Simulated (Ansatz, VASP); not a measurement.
**One calculation of CsSnBr3, two programs**

```
Cs Sn Br
1.0
     5.84115    0.00000    0.00000
     0.00000    5.84115    0.00000
     0.00000    0.00000    5.84115
Cs Sn Br
1 1 3
Direct
  0.00000 0.00000 0.00000
  0.50000 0.50000 0.50000
  0.50000 0.50000 0.00000
  0.50000 0.00000 0.50000
  0.00000 0.50000 0.50000
```

Alike in both runs: task single point; functional r2SCAN; k mesh 4 × 4 × 4; no spin polarisation.

```csv
,VASP,Ansatz
version,VASP 6.6.1,Ansatz 0.2.0
potentials or method,"VASP PAW PBE potentials, release 64 (Cs_sv, Sn_d, Br)","plane waves, PAW"
plane-wave cutoff (eV),550,500
occupations,"gaussian, width 0.01 eV",fixed
valence electrons in the cell,44,44
```

VASP gave:

- gap on the k mesh at the Fermi level (eV): 0.69

**Question.** What did Ansatz give for the same quantities?

**Answer.** gap on the k mesh at the Fermi level (eV): 0.68.

VASP's potentials were made for PBE, not for r2SCAN.

Spin-orbit coupling is off throughout.
